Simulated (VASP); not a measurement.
# InPd (Pm-3m) in VASP: further runs

Runs on InPd. Level: PBE. Tasks: single point.

Program: VASP 6.6.1. These are calculated values, not measurements. Logs are shortened: lines on timing, memory, paths and dates and some standing lists are left out, and cuts for length are marked.

## 1. The cell of the first run

It takes space group Pm-3m (No. 221, cubic). Conventional cell: a = 3.228 Å, b = 3.228 Å, c = 3.228 Å, α = 90.00°, β = 90.00°, γ = 90.00°. In (site symmetry m-3m) has 8 Pd at 2.80 Å and 6 In at 3.23 Å within 3.7 Å. Within 3.7 Å of Pd (site symmetry m-3m) lie 8 In at 2.80 Å and 6 Pd at 3.23 Å.

## 2. Single point, PBE (volume scaled by 0.96)

Contents of INCAR:

```
SYSTEM = InPd
PREC = Accurate
ENCUT = 520
EDIFF = 1E-7
ISMEAR = -1
SIGMA = 0.05
LREAL = .False.
LASPH = .True.
NELM = 100
ALGO = Normal
ISIF = 2
LWAVE = .False.
LCHARG = .True.
GGA = PE
LELF = .True.
LVHAR = .True.
NBANDS = 18
```

Contents of KPOINTS:

```
Automatic mesh
0
Gamma
  8 8 8
  0 0 0
```

Contents of POSCAR:

```
InPd
1.0
    3.2276647001      0.0000000000      0.0000000000
    0.0000000000      3.2276647001      0.0000000000
    0.0000000000      0.0000000000      3.2276647001
In Pd
1 1
Direct
    0.0000000000      0.0000000000      0.0000000000
    0.5000000000      0.5000000000      0.5000000000
```

Potentials or basis: VASP PAW PBE potentials, release 64 (In_d, Pd).

Run with:

```bash
cat potpaw_PBE.64/In_d/POTCAR potpaw_PBE.64/Pd/POTCAR > POTCAR
mpirun -np 1 vasp_std > vasp.out
```

OUTCAR:

```text
SYSTEM = InPd
   PREC = Accurate
   ENCUT = 520
   EDIFF = 1E-7
   ISMEAR = -1
   LREAL = .False.
   LASPH = .True.
   NELM = 100
   ISIF = 2
   GGA = PE

 ion  position               nearest neighbor table
   1  0.000  0.000  0.000-   2 2.80   2 2.80   2 2.80   2 2.80   2 2.80   2 2.80   2 2.80   2 2.80

   2  0.500  0.500  0.500-   1 2.80   1 2.80   1 2.80   1 2.80   1 2.80   1 2.80   1 2.80   1 2.80

  LATTYP: Found a simple cubic cell.
 ALAT       =     3.2276647001

  Lattice vectors:

 A1 = (   3.2276647001,   0.0000000000,   0.0000000000)
 A2 = (   0.0000000000,   3.2276647001,   0.0000000000)
 A3 = (   0.0000000000,   0.0000000000,   3.2276647001)

Analysis of symmetry for initial positions (statically):
=====================================================================
 Subroutine PRICEL returns:
 Original cell was already a primitive cell.

 Routine SETGRP: Setting up the symmetry group for a
 simple cubic supercell.

 Subroutine GETGRP returns: Found 48 space group operations
 (whereof 48 operations were pure point group operations)
 out of a pool of 48 trial point group operations.

The static configuration has the point symmetry O_h .

Analysis of symmetry for dynamics (positions and initial velocities):
=====================================================================
 Subroutine PRICEL returns:
 Original cell was already a primitive cell.

 Routine SETGRP: Setting up the symmetry group for a
 simple cubic supercell.

 Subroutine GETGRP returns: Found 48 space group operations
 (whereof 48 operations were pure point group operations)
 out of a pool of 48 trial point group operations.

The dynamic configuration has the point symmetry O_h .

 Subroutine INISYM returns: Found 48 space group operations
 (whereof 48 operations are pure point group operations),
 and found     1 'primitive' translations

----------------------------------------------------------------------------------------

                                     Primitive cell

  volume of cell :      33.6252

  direct lattice vectors                    reciprocal lattice vectors
     3.227664700  0.000000000  0.000000000     0.309821525  0.000000000  0.000000000
     0.000000000  3.227664700  0.000000000     0.000000000  0.309821525  0.000000000
     0.000000000  0.000000000  3.227664700     0.000000000  0.000000000  0.309821525

  length of vectors
     3.227664700  3.227664700  3.227664700     0.309821525  0.309821525  0.309821525

  position of ions in fractional coordinates (direct lattice)
     0.000000000  0.000000000  0.000000000
     0.500000000  0.500000000  0.500000000

  ion indices of the primitive-cell ions
   primitive index   ion index
                 1           1
                 2           2

----------------------------------------------------------------------------------------

 KPOINTS: Automatic mesh

Automatic generation of k-mesh.
 Grid dimensions read from file:
 generate k-points for:    8    8    8

 Generating k-lattice:

  Cartesian coordinates                     Fractional coordinates (reciprocal lattice)
     0.038727691  0.000000000  0.000000000     0.125000000  0.000000000  0.000000000
     0.000000000  0.038727691  0.000000000     0.000000000  0.125000000  0.000000000
     0.000000000  0.000000000  0.038727691     0.000000000  0.000000000  0.125000000

  Length of vectors
     0.038727691  0.038727691  0.038727691

  Shift w.r.t. Gamma in fractional coordinates (k-lattice)
     0.000000000  0.000000000  0.000000000

 Subroutine IBZKPT returns following result:
 ===========================================

 Found     35 irreducible k-points:

 Following reciprocal coordinates:
            Coordinates               Weight
  0.000000  0.000000  0.000000      1.000000
  0.125000  0.000000  0.000000      6.000000
  0.250000  0.000000  0.000000      6.000000
  0.375000  0.000000  0.000000      6.000000
  0.500000  0.000000  0.000000      3.000000
  0.125000  0.125000  0.000000     12.000000
[... 16 lines left out ...]
  0.375000  0.375000  0.125000     24.000000
  0.500000  0.375000  0.125000     24.000000
 [... further k-points ...]
   k-points           NKPTS =     35   k-points in BZ     NKDIM =     35   number of bands    NBANDS=     18
   number of dos      NEDOS =    301   number of ions     NIONS =      2
   total plane-waves  NPLWV =  13824
   dimension x,y,z NGX =    24 NGY =   24 NGZ =   24
   dimension x,y,z NGXF=    48 NGYF=   48 NGZF=   48
   ions per type =               1   1
   NGX,Y,Z   is equivalent  to a cutoff of  12.36, 12.36, 12.36 a.u.
   NGXF,Y,Z  is equivalent  to a cutoff of  24.72, 24.72, 24.72 a.u.
 SYSTEM =  InPd
   PREC   = accura    normal or accurate (medium, high low for compatibility)
   ISTART =      0    job   : 0-new  1-cont  2-samecut
   ICHARG =      2    charge: 1-file 2-atom 10-const
   ISPIN  =      1    spin polarized calculation?
   LNONCOLLINEAR =      F non collinear calculations
   LSORBIT =      F    spin-orbit coupling
   LASPH  =      T    aspherical Exc in radial PAW
   ENCUT  =  520.0 eV  38.22 Ry    6.18 a.u.   6.00  6.00  6.00*2*pi/ulx,y,z
   NELM   =    100;   NELMIN=  2; NELMDL= -5     # of ELM steps
   EDIFF  = 0.1E-06   stopping-criterion for ELM
   LREAL  =      F    real-space projection
   EDIFFG = 0.1E-05   stopping-criterion for IOM
   NSW    =      0    number of steps for IOM
   IBRION =     -1    ionic relax: 0-MD 1-quasi-New 2-CG
   NFREE  =      0    steps in history (QN), initial steepest desc. (CG)
   ISIF   =      2    stress and relaxation
   ISYM   =      2    0-nonsym 1-usesym 2-fastsym
   POTIM  = 0.5000    time-step for ionic-motion
   TEBEG  =    0.0;   TEEND  =   0.0 temperature during run
   PSTRESS=    0.0 pullay stress
   NELECT =      23.0000    total number of electrons
   NUPDOWN=      -1.0000    fix difference up-down
   EMIN   =  10.00;   EMAX   =-10.00  energy-range for DOS
   EFERMI =   0.00;   METHOD = LEGACY
   ISMEAR =    -1;   SIGMA  =   0.05  broadening in eV -4-tet -1-fermi 0-gaus
   EFERMI_NEDOS =   21; number of points for ismear=-14 and -15
   IALGO  =     38    algorithm
   IMIX   =      4    mixing-type and parameters
     AMIX     =   0.40;   BMIX     =  1.00
     AMIX_MAG =   1.60;   BMIX_MAG =  1.00
  volume/ion in A,a.u.               =      16.81       113.46
  Fermi-wavevector in a.u.,A,eV,Ry     =   1.442433  2.725803 28.308464  2.080613
  Thomas-Fermi vector in A             =   2.560954
   LORBIT       =      0    0 simple, 1 ext, 2 COOP (PROOUT), +10 PAW based schemes
   GGA     = PE    functional components
   LHFCALC =     F    Hartree Fock is set to
   AEXX    =    0.0000 exact exchange contribution
   IVDW    =     0    specifies the selected vdW correction
   LEPSILON=     F    determine dielectric tensor
   LRPA    =     F    only Hartree local field effects (RPA)
 non-spin polarized calculation
  energy-cutoff  :      520.00
  volume of cell :       33.63
 maximum number of plane-waves:       925
   NGX = 13   NGY = 13   NGZ = 13

 number of electron      22.9999989 magnetization

 Free energy of the ion-electron system (eV)
  ---------------------------------------------------
  ext. energy  EPLUGINS =         0.00000000
  ---------------------------------------------------
  free energy    TOTEN  =        -8.67946115 eV

  energy without entropy =       -8.66950948  energy(sigma->0) =       -8.67448531

 E-fermi :  11.0558     XC(G=0): -12.4647

 val. band max:       11.0235754283   @ k =   0.3750   0.2500   0.1250
 cond. band min:      11.2404933358   @ k =   0.5000   0.5000   0.5000
 fundamental gap:      0.2169179076
 Fermi energy:        11.0557622023

 k-point     1 :       0.0000    0.0000    0.0000
  band No.  band energies     occupation
      1      -3.9426      2.00000
      2      -3.9426      2.00000
      3      -3.4827      2.00000
      4      -3.4827      2.00000
      5      -3.4827      2.00000
      6       0.7342      2.00000
[... 10 lines left out ...]
     17      22.0033      0.00000
     18      27.2426      0.00000

 k-point     2 :       0.1250    0.0000    0.0000
  band No.  band energies     occupation
      1      -3.9326      2.00000
      2      -3.8851      2.00000
      3      -3.5000      2.00000
      4      -3.5000      2.00000
      5      -3.4772      2.00000
      6       0.9912      2.00000
[... 10 lines left out ...]
     17      23.5795      0.00000
     18      26.7605      0.00000

 k-point     3 :       0.2500    0.0000    0.0000
  band No.  band energies     occupation
      1      -3.9083      2.00000
      2      -3.7470      2.00000
      3      -3.5416      2.00000
      4      -3.5416      2.00000
      5      -3.4639      2.00000
      6       1.7562      2.00000
[... 10 lines left out ...]
     17      25.9841      0.00000
     18      26.4368      0.00000

 k-point     4 :       0.3750    0.0000    0.0000
  band No.  band energies     occupation
      1      -3.8838      2.00000
      2      -3.6100      2.00000
      3      -3.5827      2.00000
      4      -3.5827      2.00000
      5      -3.4506      2.00000
      6       2.9947      2.00000
[... 10 lines left out ...]
     17      24.1630      0.00000
     18      24.1631      0.00000

 k-point     5 :       0.5000    0.0000    0.0000
  band No.  band energies     occupation
      1      -3.8736      2.00000
      2      -3.5996      2.00000
      3      -3.5996      2.00000
      4      -3.5536      2.00000
      5      -3.4450      2.00000
      6       4.3956      2.00000
[... 10 lines left out ...]
     17      22.1317      0.00000
     18      22.3928      0.00000

 k-point     6 :       0.1250    0.1250    0.0000
  band No.  band energies     occupation
      1      -3.9007      2.00000
      2      -3.8500      2.00000
      3      -3.5219      2.00000
      4      -3.5057      2.00000
      5      -3.4869      2.00000
      6       1.2454      2.00000
[... 307 lines left out ...]
 k-point    21 :       0.3750    0.2500    0.1250
  band No.  band energies     occupation
      1      -3.7278      2.00000
      2      -3.7157      2.00000
      3      -3.6274      2.00000
      4      -3.5699      2.00000
      5      -3.4799      2.00000
      6       3.8788      2.00000
[... 10 lines left out ...]
     17      23.8560      0.00000
     18      24.9984      0.00000

 k-point    22 :       0.5000    0.2500    0.1250
  band No.  band energies     occupation
      1      -3.7484      2.00000
      2      -3.7167      2.00000
      3      -3.6483      2.00000
      4      -3.5708      2.00000
      5      -3.4226      2.00000
      6       4.6115      2.00000
[... 10 lines left out ...]
     17      23.7315      0.00000
     18      25.7199      0.00000

 k-point    23 :       0.3750    0.3750    0.1250
  band No.  band energies     occupation
      1      -3.8023      2.00000
      2      -3.6844      2.00000
      3      -3.6401      2.00000
      4      -3.6277      2.00000
      5      -3.3618      2.00000
      6       4.4883      2.00000
[... 10 lines left out ...]
     17      22.2489      0.00000
     18      24.5458      0.00000

 k-point    24 :       0.5000    0.3750    0.1250
  band No.  band energies     occupation
      1      -3.8363      2.00000
      2      -3.6740      2.00000
      3      -3.6595      2.00000
      4      -3.6369      2.00000
      5      -3.3066      2.00000
      6       4.7972      2.00000
[... 10 lines left out ...]
     17      22.4173      0.00000
     18      24.4901      0.00000

 [... further k-points ...]
[... 5 lines left out ...]
  --------------------------------------------------------------------------------------
  -------------------------------------------------------------------------------------
  Total        2.0623238      2.0623238      2.0623238     -0.0000000     -0.0000000      0.0000000
  in kB       98.2657550     98.2657550     98.2657550     -0.0000000     -0.0000000      0.0000000
  external PRESSURE =      98.2657550 kB  Pullay stress =       0.0000000 kB

 VOLUME and BASIS-vectors are now :
 -----------------------------------------------------------------------------
  energy-cutoff  :      520.00
  volume of cell :       33.63
      direct lattice vectors                 reciprocal lattice vectors
     3.227664700  0.000000000  0.000000000     0.309821525  0.000000000  0.000000000
     0.000000000  3.227664700  0.000000000     0.000000000  0.309821525  0.000000000
     0.000000000  0.000000000  3.227664700     0.000000000  0.000000000  0.309821525

 POSITION                                       TOTAL-FORCE (eV/Angst)
 -----------------------------------------------------------------------------------
      0.00000      0.00000      0.00000         0.000000      0.000000      0.000000
      1.61383      1.61383      1.61383         0.000000      0.000000      0.000000
 -----------------------------------------------------------------------------------
    total drift:                                0.000000      0.000000     -0.000000

  FREE ENERGIE OF THE ION-ELECTRON SYSTEM (eV)
  ---------------------------------------------------
  free  energy   TOTEN  =        -8.6794611483 eV

  energy  without entropy=       -8.6695094810  energy(sigma->0) =       -8.67448531
```

Run time: 11 s. Hardware: 1 thread of Intel Xeon Platinum 8375C at 2.90GHz (Ice Lake), shared host; peak memory 0.15 GiB.

Results:

```
Free energy : -8.6795 eV
Pressure    : 9.8 GPa
```

Caveat: spin-orbit coupling is left out, which moves the levels of the heavy elements.

[end of part 1 of 3]
